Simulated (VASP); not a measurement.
# AlN (Cm) in VASP: notebook

AlN is run at these levels: PBE; tasks: single point.

Everything below comes from runs of VASP 6.6.1. Logs are shortened: lines on timing, memory, paths and dates and some standing lists are left out, and cuts for length are marked.

## Step 1: The cell of the first run

It takes space group Cm (No. 8, monoclinic). Conventional cell: a = 5.350 Å, b = 3.089 Å, c = 3.089 Å, α = 90.00°, β = 125.26°, γ = 90.00°. Al (site symmetry m) has 1 N at 1.27 Å within 1.7 Å. Within 1.7 Å of N (site symmetry m) lie 1 Al at 1.27 Å.

## Step 2: Single point, PBE (atom 1 (Al) moved by (-0.450, -0.450) A along [1 1 0] and z)

Contents of INCAR:

```
PREC = Accurate
ENCUT = 520
EDIFF = 1E-6
ISMEAR = 0
SIGMA = 0.05
LREAL = False
LASPH = True
NELM = 80
ALGO = Normal
ISIF = 2
LWAVE = False
LCHARG = False
GGA = PE
NBANDS = 11
```

Contents of KPOINTS:

```
regular mesh
0
Gamma
  10 10 10
```

Contents of POSCAR:

```
AlN
1.0
    0.0000000000      2.1839935596      2.1839935596
    2.1839935596      0.0000000000      2.1839935596
    2.1839935596      2.1839935596      0.0000000000
Al N
1 1
Direct
   -0.1030222818     -0.1030222818     -0.0426732264
    0.7500000000      0.7500000000      0.7500000000
```

Potentials or basis: VASP PAW PBE potentials, release 64 (Al, N).

The run is started by

```bash
cat potpaw_PBE.64/Al/POTCAR potpaw_PBE.64/N/POTCAR > POTCAR
mpirun -np 1 vasp_std > vasp.out
```

OUTCAR:

```text
PREC = Accurate
   ENCUT = 520
   EDIFF = 1E-6
   ISMEAR = 0
   LREAL = False
   LASPH = True
   NELM = 80
   ISIF = 2
   GGA = PE

 ion  position               nearest neighbor table
   1  0.897  0.897  0.957-   2 1.27   2 2.10   2 2.23   2 2.23
   2  0.750  0.750  0.750-   1 1.27   1 2.10   1 2.23   1 2.23

 -----------------------------------------------------------------------------
|                                                                             |
|           W    W    AA    RRRRR   N    N  II  N    N   GGGG   !!!           |
|           W    W   A  A   R    R  NN   N  II  NN   N  G    G  !!!           |
|           W    W  A    A  R    R  N N  N  II  N N  N  G       !!!           |
|           W WW W  AAAAAA  RRRRR   N  N N  II  N  N N  G  GGG   !            |
|           WW  WW  A    A  R   R   N   NN  II  N   NN  G    G                |
|           W    W  A    A  R    R  N    N  II  N    N   GGGG   !!!           |
|                                                                             |
|     The distance between some ions is very small. Please check the          |
|     nearest-neighbor list in the OUTCAR file.                               |
|     I HOPE YOU KNOW WHAT YOU ARE DOING!                                     |
|                                                                             |
 -----------------------------------------------------------------------------

  LATTYP: Found a face centered cubic cell.
 ALAT       =     4.3679871192

  Lattice vectors:

 A1 = (   0.0000000000,   2.1839935596,   2.1839935596)
 A2 = (   2.1839935596,   0.0000000000,   2.1839935596)
 A3 = (   2.1839935596,   2.1839935596,   0.0000000000)

Analysis of symmetry for initial positions (statically):
=====================================================================
 Subroutine PRICEL returns:
 Original cell was already a primitive cell.

 Routine SETGRP: Setting up the symmetry group for a
 face centered cubic supercell.

 Subroutine GETGRP returns: Found  2 space group operations
 (whereof  2 operations were pure point group operations)
 out of a pool of 48 trial point group operations.

The static configuration has the point symmetry C_1h.

Analysis of symmetry for dynamics (positions and initial velocities):
=====================================================================
 Subroutine PRICEL returns:
 Original cell was already a primitive cell.

 Routine SETGRP: Setting up the symmetry group for a
 face centered cubic supercell.

 Subroutine GETGRP returns: Found  2 space group operations
 (whereof  2 operations were pure point group operations)
 out of a pool of 48 trial point group operations.

The dynamic configuration has the point symmetry C_1h.

[... 106 lines left out ...]
   POTIM  = 0.5000    time-step for ionic-motion
   TEBEG  =    0.0;   TEEND  =   0.0 temperature during run
   PSTRESS=    0.0 pullay stress
   NELECT =       8.0000    total number of electrons
   NUPDOWN=      -1.0000    fix difference up-down
   EMIN   =  10.00;   EMAX   =-10.00  energy-range for DOS
   EFERMI =   0.00;   METHOD = LEGACY
   ISMEAR =     0;   SIGMA  =   0.05  broadening in eV -4-tet -1-fermi 0-gaus
   EFERMI_NEDOS =   21; number of points for ismear=-14 and -15
   IALGO  =     38    algorithm
   IMIX   =      4    mixing-type and parameters
     AMIX     =   0.40;   BMIX     =  1.00
     AMIX_MAG =   1.60;   BMIX_MAG =  1.00
  volume/ion in A,a.u.               =      10.42        70.30
  Fermi-wavevector in a.u.,A,eV,Ry     =   1.189899  2.248583 19.263943  1.415860
  Thomas-Fermi vector in A             =   2.325996
   LORBIT       =      0    0 simple, 1 ext, 2 COOP (PROOUT), +10 PAW based schemes
   GGA     = PE    functional components
   LHFCALC =     F    Hartree Fock is set to
   AEXX    =    0.0000 exact exchange contribution
   IVDW    =     0    specifies the selected vdW correction
   LEPSILON=     F    determine dielectric tensor
   LRPA    =     F    only Hartree local field effects (RPA)
 non-spin polarized calculation
 Gauss-broadening in eV      SIGMA  =   0.05
  energy-cutoff  :      520.00
  volume of cell :       20.83
 maximum number of plane-waves:       571
   NGX = 11   NGY = 11   NGZ = 11

 number of electron       8.0000000 magnetization

 Free energy of the ion-electron system (eV)
  ---------------------------------------------------
  ext. energy  EPLUGINS =         0.00000000
  ---------------------------------------------------
  free energy    TOTEN  =        -6.10362226 eV

  energy without entropy =       -6.10362226  energy(sigma->0) =       -6.10362226

 E-fermi :   6.1942     XC(G=0): -10.8077

 val. band max:        5.9812115517   @ k =   0.0000   0.0000   0.0000
 cond. band min:       9.1087544838   @ k =   0.0000   0.5000   0.5000
 fundamental gap:      3.1275429321
 Fermi energy:         6.1942043262

 k-point     1 :       0.0000    0.0000    0.0000
  band No.  band energies     occupation
      1      -8.9571      2.00000
      2       4.8723      2.00000
      3       5.7496      2.00000
      4       5.9812      2.00000
      5       9.5541      0.00000
      6      18.4250      0.00000
      7      18.4558      0.00000
      8      19.3828      0.00000
      9      22.5339      0.00000
     10      22.7158      0.00000
     11      25.5946      0.00000
[... 309 lines left out ...]
 k-point    24 :       0.1000   -0.1000   -0.1000
  band No.  band energies     occupation
      1      -8.4609      2.00000
      2       3.5713      2.00000
      3       5.3014      2.00000
      4       5.4954      2.00000
      5      11.0645      0.00000
      6      15.8099      0.00000
      7      18.2957      0.00000
      8      18.8353      0.00000
      9      22.2124      0.00000
     10      24.3061      0.00000
     11      24.7964      0.00000

 [... further k-points ...]
[... 5 lines left out ...]
  --------------------------------------------------------------------------------------
  -------------------------------------------------------------------------------------
  Total       18.3871438     18.3871438     11.7486033     18.9477042     15.9697394     15.9697396
  in kB     1413.9719630   1413.9719630    903.4679792   1457.0790814   1228.0734921   1228.0735007
  external PRESSURE =    1243.8039684 kB  Pullay stress =       0.0000000 kB

 VOLUME and BASIS-vectors are now :
 -----------------------------------------------------------------------------
  energy-cutoff  :      520.00
  volume of cell :       20.83
      direct lattice vectors                 reciprocal lattice vectors
     0.000000000  2.183993560  2.183993560    -0.228938404  0.228938404  0.228938404
     2.183993560  0.000000000  2.183993560     0.228938404 -0.228938404  0.228938404
     2.183993560  2.183993560  0.000000000     0.228938404  0.228938404 -0.228938404

 POSITION                                       TOTAL-FORCE (eV/Angst)
 -----------------------------------------------------------------------------------
      4.04979      4.04979      3.91799        27.679619     27.679619     23.359858
      3.27599      3.27599      3.27599       -27.679619    -27.679619    -23.359858
 -----------------------------------------------------------------------------------
    total drift:                                0.000290      0.000290      0.000289

  FREE ENERGIE OF THE ION-ELECTRON SYSTEM (eV)
  ---------------------------------------------------
  free  energy   TOTEN  =        -6.1036222560 eV

  energy  without entropy=       -6.1036222560  energy(sigma->0) =       -6.10362226
```

Run time: 17 s. Hardware: 1 thread of Intel Xeon 6975P-C (Granite Rapids), shared host; peak memory 0.18 GiB.

Results:

* Free energy: -6.1036 eV
* Pressure: 124.4 GPa
* Largest force: 45.585 eV/Å
* Band gap on the k mesh: 3.13 eV, indirect (least direct gap 3.57 eV)

Forces in eV/Å, atoms in the order of the input:
```
Al   27.680  27.680  23.360
N   -27.680 -27.680 -23.360
```

Levels at points of the mesh, in eV from the valence-band top:
| k point | band 1 | band 2 | band 3 | band 4 | band 5 | band 6 | band 7 | band 8 | band 9 |
| --- | --- | --- | --- | --- | --- | --- | --- | --- | --- |
| (0.00, 0.00, 0.00) | -14.94 | -1.11 | -0.23 | 0.00 | 3.57 | 12.44 | 12.47 | 13.40 | 16.55 |
| (0.50, 0.00, 0.00) | -13.03 | -5.71 | -0.96 | -0.62 | 6.15 | 9.06 | 10.57 | 13.01 | 15.12 |
| (0.00, 0.00, 0.50) | -12.98 | -5.84 | -0.77 | -0.55 | 5.86 | 9.02 | 10.52 | 13.34 | 15.13 |
| (0.50, 0.50, 0.50) | -12.92 | -5.78 | -0.54 | -0.44 | 6.16 | 8.58 | 11.33 | 11.60 | 16.49 |
| (0.50, 0.50, 0.00) | -12.41 | -4.96 | -1.84 | -1.68 | 3.24 | 7.78 | 11.74 | 14.97 | 15.56 |
| (0.00, 0.50, 0.50) | -12.39 | -4.90 | -1.76 | -1.65 | 3.13 | 7.39 | 11.52 | 15.25 | 16.21 |

Caveat: the cell differs from its parent crystal (atom 1 (Al) moved by (-0.450, -0.450) A along [1 1 0] and z); forces of over 1 eV/Å act on the atoms, so gaps and moduli don't describe the material at rest.

## Step 3: Single point, PBE (atom 1 (Al) moved by (-0.450, +0.450) A along [1 1 0] and z)

Contents of INCAR:

```
SYSTEM = AlN
ALGO = Normal ; EDIFF = 1E-6
ENCUT = 520 ; GGA = PE
ISIF = 2 ; ISMEAR = 0
LASPH = .True. ; LCHARG = .False.
LREAL = .False. ; LWAVE = .False.
NBANDS = 11 ; NELM = 100
PREC = Accurate ; SIGMA = 0.05
```

Contents of KPOINTS:

```
k-points
0
Gamma
  10 10 10
  0 0 0
```

POSCAR: that of step 2 with these lines changed.

```diff
@@ -8,3 +8,3 @@
 Direct
-   -0.1030222818     -0.1030222818     -0.0426732264
+    0.1030222818      0.1030222818     -0.2487177900
     0.7500000000      0.7500000000      0.7500000000
```

Potentials or basis: VASP PAW PBE potentials, release 64 (Al, N).

The run is started by

```bash
cat potpaw_PBE.64/Al/POTCAR potpaw_PBE.64/N/POTCAR > POTCAR
mpirun -np 1 vasp_std > vasp.out
```

Wall time 19 s (1 thread of Intel Xeon 6975P-C (Granite Rapids), shared host); peak memory 0.18 GiB.

It converged, with:

```yaml
Free_energy: -13.7412 eV
Pressure: 20.2 GPa
Largest_force: 2.685 eV/Å
Band_gap_on_the_k_mesh: 1.83 eV, indirect (least direct gap 2.10 eV)
```

Forces in eV/Å, atoms in the order of the input:
```
Al  -0.359 -0.359 -2.636
N    0.359  0.359  2.636
```

Stress tensor (GPa, compression positive):
```
 27.22 -16.27   1.24
-16.27  27.22   1.24
  1.24   1.24   6.09
```

Levels at points of the mesh, in eV from the valence-band top:
| k point | band 1 | band 2 | band 3 | band 4 | band 5 | band 6 | band 7 | band 8 | band 9 |
| --- | --- | --- | --- | --- | --- | --- | --- | --- | --- |
| (0.00, 0.00, 0.00) | -16.38 | -2.25 | -1.77 | 0.00 | 2.10 | 11.11 | 11.12 | 12.12 | 15.25 |
| (0.50, 0.00, 0.00) | -14.29 | -7.51 | -2.25 | -0.76 | 4.89 | 7.52 | 10.16 | 10.51 | 14.69 |
| (0.00, 0.00, 0.50) | -14.46 | -6.60 | -2.71 | -2.21 | 6.10 | 8.30 | 9.37 | 9.57 | 15.29 |
| (0.50, 0.50, 0.50) | -14.33 | -7.34 | -2.63 | -0.69 | 4.88 | 7.70 | 10.22 | 10.57 | 14.56 |
| (0.50, 0.50, 0.00) | -13.72 | -6.34 | -3.79 | -2.43 | 1.95 | 6.41 | 11.49 | 14.20 | 15.77 |
| (0.00, 0.50, 0.50) | -13.71 | -6.40 | -3.45 | -2.45 | 1.83 | 6.05 | 11.34 | 14.40 | 16.02 |

Caveat: the cell differs from its parent crystal (atom 1 (Al) moved by (-0.450, +0.450) A along [1 1 0] and z); forces of over 1 eV/Å act on the atoms, so gaps and moduli don't describe the material at rest.
